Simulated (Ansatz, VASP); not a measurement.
One calculation of Nb, two programs

The input INCAR:

```
PREC = Accurate
ENCUT = 520
EDIFF = 1E-6
ISMEAR = 0
SIGMA = 0.15
LREAL = False
LASPH = True
NELM = 80
ALGO = Fast
ISIF = 2
LWAVE = False
LCHARG = True
GGA = PS
LELF = True
LVHAR = True
NBANDS = 12
```

File KPOINTS:

```
Automatic mesh
0
Gamma
  20 20 20
```

File POSCAR:

```
Nb
1.0
    0.0925312500      2.1150000000      2.1150000000
    2.1150000000      0.0925312500      2.1150000000
    2.2075312500      2.2075312500      0.0000000000
Nb
1
Direct
    0.0000000000      0.0000000000      0.0000000000
```

Input for Ansatz:

```yaml
crystal:
  lattice:
    - [0.09253125, 2.115, 2.115]
    - [2.115, 0.09253125, 2.115]
    - [2.20753125, 2.20753125, 0.0]
  atoms:
    - { symbol: Nb, position: [0.0, 0.0, 0.0] }
basis:
  ecutwfc: 420
kpoints:
  mp_grid: { grid: [20, 20, 20] }
hamiltonian:
  xc: pbesol
scf:
  occupations: { method: gaussian, width: 0.15 }
output:
  forces: true
  stress: true
  eigenvalues: true
```

Change from the starting cell: strain +0.0875 x Voigt [0, 0, 0, 0, 0, 1], atoms carried along.

Alike in both runs: task single point; functional PBEsol; k mesh 20 × 20 × 20; occupations gaussian, width 0.15 eV; no spin polarisation.

|  | VASP | Ansatz |
| --- | --- | --- |
| version | VASP 6.6.1 | Ansatz 0.2.0 |
| potentials or method | VASP PAW PBE potentials, release 64 (Nb_sv), cutoff 520 eV | scalar-relativistic, plane waves, PAW |
| valence electrons in the cell | 13 | 13 |

Ansatz gave:

| Property | Result |
| --- | --- |
| gap on the k mesh at the Fermi level (eV) | none |
| pressure (GPa) | -7.2 |
| traceless stress, the component that is largest in VASP (GPa) | 2.86 |

Task: Which values does VASP return?

Result: gap on the k mesh at the Fermi level (eV): none; pressure (GPa): -7.4; traceless stress, the component that is largest in VASP (GPa): 2.78.

VASP's potentials were made for PBE, not for PBEsol. A gap of «none» marks a metal or a gap that the smearing closes.
